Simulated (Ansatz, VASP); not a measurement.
**Ge in VASP and in Ansatz**

```
CELL_PARAMETERS angstrom
0.00000 2.47116 3.70674
2.47116 0.00000 3.70674
2.47116 2.47116 0.00000
ATOMIC_POSITIONS crystal
Ge 0.50000 0.50000 0.50000
Ge 0.75000 0.75000 0.75000
```

Alike in both runs: task single point; functional PBE; k mesh 16 × 16 × 16; occupations gaussian, width 0.15 eV; no spin polarisation.

```csv
,VASP,Ansatz
version,VASP 6.6.1,Ansatz 0.2.0
potentials or method,"VASP PAW PBE potentials, release 64 (Ge_d), cutoff 520 eV","scalar-relativistic, plane waves, PAW"
valence electrons in the cell,28,28
```

|  | VASP | Ansatz | Ansatz less VASP |
| --- | --- | --- | --- |
| gap on the k mesh at the Fermi level (eV) | none | none | - |
| pressure (GPa) | 3.1 | 3.2 | +0.12 |
| traceless stress, the component that is largest in VASP (GPa) | -5.42 | -5.42 | +0.003 |

A gap of «none» marks a metal or a gap that the smearing closes. The functional is the same, so the differences come from potentials, cutoffs and numerics.
